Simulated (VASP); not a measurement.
A run of VASP 6.6.1:

Contents of INCAR:

```
PREC = Accurate ; ENCUT = 600
EDIFF = 1E-6 ; ISMEAR = 0
SIGMA = 0.1 ; LREAL = F
LASPH = T ; NELM = 80
ALGO = Fast ; ISIF = 3
LWAVE = F ; LCHARG = F
GGA = PE ; IBRION = 2
NSW = 100 ; EDIFFG = -0.01
```

KPOINTS

```
regular mesh
0
Gamma
  12 12 4
```

POSCAR

```
Al5As
1.0
    4.3169620263      0.0000000000      0.0000000000
   -2.1584810132      3.7385987820      0.0000000000
    0.0000000000      0.0000000000     10.3765312586
Al As
5 1
Direct
    0.3333333333      0.6666666667      0.0000000000
    0.3333333333      0.6666666667      0.2443720975
    0.3333333333      0.6666666667      0.7556279025
    0.6666666667      0.3333333333      0.0000000000
    0.3333333333      0.6666666667      0.5000000000
    0.6666666667      0.3333333333      0.5000000000
```

Potentials or basis: VASP PAW PBE potentials, release 64 (Al, As).

The run is started by

```bash
$ cat potpaw_PBE.64/Al/POTCAR potpaw_PBE.64/As/POTCAR > POTCAR
$ mpirun -np 1 vasp_std > vasp.out
```

Hardware: 1 thread of Intel(R) Xeon(R) Platinum 8488C (Sapphire Rapids), on a shared host.

Estimate the wall time of this run.

It took 3.1 min on 1 thread of Intel(R) Xeon(R) Platinum 8488C (Sapphire Rapids) (shared host), peak memory 0.43 GiB. Counts: scf iterations 25, k points 57, ion steps 3.
